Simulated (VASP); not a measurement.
Input of a VASP 6.6.1 run:

File INCAR:

```
SYSTEM = BC6
ALGO     = Normal         ! electronic algorithm
EDIFF    = 1E-6           ! SCF threshold, eV
ENCUT    = 520            ! plane-wave cutoff, eV
GGA      = PE             ! functional
GGA_COMPAT= .False.      
ISIF     = 2              ! what is computed and relaxed
ISMEAR   = -1             ! smearing method
ISYM     = -1           
LASPH    = .True.         ! aspherical terms in the spheres
LCHARG   = .True.         ! write CHGCAR
LELF     = .True.         ! ELF
LREAL    = .False.        ! projectors in reciprocal space
LVHAR    = .True.       
LWAVE    = .False.        ! write WAVECAR
NBANDS   = 40             ! bands
NELM     = 120            ! most SCF steps
PREC     = Accurate       ! precision mode
SIGMA    = 0.2482         ! smearing width, eV
```

KPOINTS

```
explicit points
1
Reciprocal
  0.25000000   0.25000000   0.25000000 1
```

The input POSCAR:

```
BC6
1.0
    4.9729980000     -0.1966600000      0.0225860000
   -0.1966600000      4.9296060000     -0.1069400000
    0.0225860000     -0.1069400000      4.8244630000
C B
12 2
Direct
    0.1971612809      0.9093252731      0.1393452826
    0.3070137812      0.2454792867      0.7164188722
    0.4880721541      0.5572902809      0.3168715409
    0.9714677452      0.5530200274      0.9770992940
    0.7418230500      1.0205598001      0.1819599092
   -0.0246546943      0.6371393308      0.4650033653
    0.6745174390      0.5104315596      0.5362434949
    0.4958502622      0.8194260831      0.2133609795
   -0.0528479489      0.7894885400      0.2267581964
    0.1207153920      0.0529981182      0.8858233841
    0.6124693320      0.3046355358      0.7551519188
    0.9873538208      0.7524079232      0.7663139151
    0.1999384960      0.4556457583      0.4839083534
    0.8200680243      0.1932996346      0.9452165778
```

Potentials or basis: VASP PAW PBE potentials, release 64 (C, B).

The run is started by

```console
$ cat potpaw_PBE.64/C/POTCAR potpaw_PBE.64/B/POTCAR > POTCAR
$ mpirun -np 1 vasp_std > vasp.out
```

**Question.** What does it give for the pressure?

**Answer.** -8.3 GPa.

**Question.** Predict the largest force.

**Answer.** 8.009 eV/Å.

Stress tensor (GPa, compression positive):
```
-10.34  -3.80  -8.71
 -3.80 -21.19   4.65
 -8.71   4.65   6.73
```

Caveat: the atoms stand as in a frame of molecular dynamics.
